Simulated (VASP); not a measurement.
Here is a VASP 6.6.1 calculation.

INCAR

```
ALGO = Normal
EDIFF = 1E-7
ENCUT = 520
GGA = PS
ISIF = 2
ISMEAR = 0
LASPH = True
LCHARG = False
LREAL = Auto
LWAVE = False
NBANDS = 44
NELM = 80
PREC = Accurate
SIGMA = 0.1
```

KPOINTS

```
k-points
0
Gamma
  3 3 1
```

Contents of POSCAR:

```
Li16Au
1.0
    6.9800000000      0.0000000000      0.0000000000
    3.4900000000      4.9356050000      0.0000000000
    0.0000000000      0.0000000000     19.4034080000
Li Au
16 1
Direct
   -0.2500000507      0.5000001013      0.0515373382
    0.2499999493      0.5000001013      0.0515373382
   -0.2500000000      1.0000000000      0.0515373382
    0.2500000000      1.0000000000      0.0515373382
    0.0030132627      0.0000121566      0.1705087065
    0.4969779744      0.0000638220      0.1704916992
    0.0001860317      0.4996250713      0.1719746346
    0.4990430596      0.5019812161      0.1733443939
   -0.2403226398      0.5040533025      0.3017466313
    0.2364386137      0.5040889617      0.3017325616
   -0.2581711279      1.0164204794      0.2890540672
    0.2581447775      0.9839565768      0.2899877176
    0.0068827037      0.0193242774      0.4114705004
    0.4739580960      0.0194600257      0.4114845186
   -0.0289039351      0.5580878129      0.4403507363
    0.5077020111      0.4846054334      0.4332169380
    0.7348838445      1.0305237149      0.4956953954
```

Potentials or basis: VASP PAW PBE potentials, release 64 (Li_sv, Au).

Run with:

```sh
$ cat potpaw_PBE.64/Li_sv/POTCAR potpaw_PBE.64/Au/POTCAR > POTCAR
$ mpirun -np 1 vasp_std > vasp.out
```

(1) Predict the largest force.

Answers

(1) 0.035 eV/Å.

Caveat: the k points lie up to 0.42 Å⁻¹ apart; the PAW data sets were made with another functional, which shifts forces and pressure a little.
